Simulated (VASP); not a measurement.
A run of VASP 6.6.1:

The input INCAR:

```
PREC     = Accurate       # precision mode
ENCUT    = 600            # plane-wave cutoff, eV
EDIFF    = 1E-8           # SCF threshold, eV
ISMEAR   = -1             # smearing method
SIGMA    = 0.05           # smearing width, eV
LREAL    = False          # projectors in reciprocal space
LASPH    = True           # aspherical terms in the spheres
NELM     = 80             # most SCF steps
ALGO     = Normal         # electronic algorithm
ISIF     = 3              # what is computed and relaxed
LWAVE    = False          # write WAVECAR
LCHARG   = False          # write CHGCAR
GGA      = PS             # functional
NBANDS   = 16             # bands
IBRION   = 6              # ionic algorithm
NFREE    = 2            
POTIM    = 0.015          # step
NSW      = 1              # ionic steps
```

File KPOINTS:

```
regular mesh
0
Gamma
  6 6 6
```

File POSCAR:

```
InP
1.0
    0.0000000000      2.9305000000      2.9305000000
    2.9305000000      0.0000000000      2.9305000000
    2.9305000000      2.9305000000      0.0000000000
In P
1 1
Direct
    0.0000000000      0.0000000000      0.0000000000
    0.7500000000      0.7500000000      0.7500000000
```

Potentials or basis: VASP PAW PBE potentials, release 64 (In_d, P).

The run is started by

```sh
$ cat potpaw_PBE.64/In_d/POTCAR potpaw_PBE.64/P/POTCAR > POTCAR
$ mpirun -np 1 vasp_std > vasp.out
```

Hardware: 1 thread of Intel(R) Xeon(R) Platinum 8259CL CPU @ 2.50GHz (Skylake/Cascade Lake), with other jobs on the host.

Estimate the wall time of this run.

It took 9.7 min on 1 thread of Intel(R) Xeon(R) Platinum 8259CL CPU @ 2.50GHz (Skylake/Cascade Lake), with other jobs on the host, peak memory 0.29 GiB. Counts: scf iterations 178, k points 16.
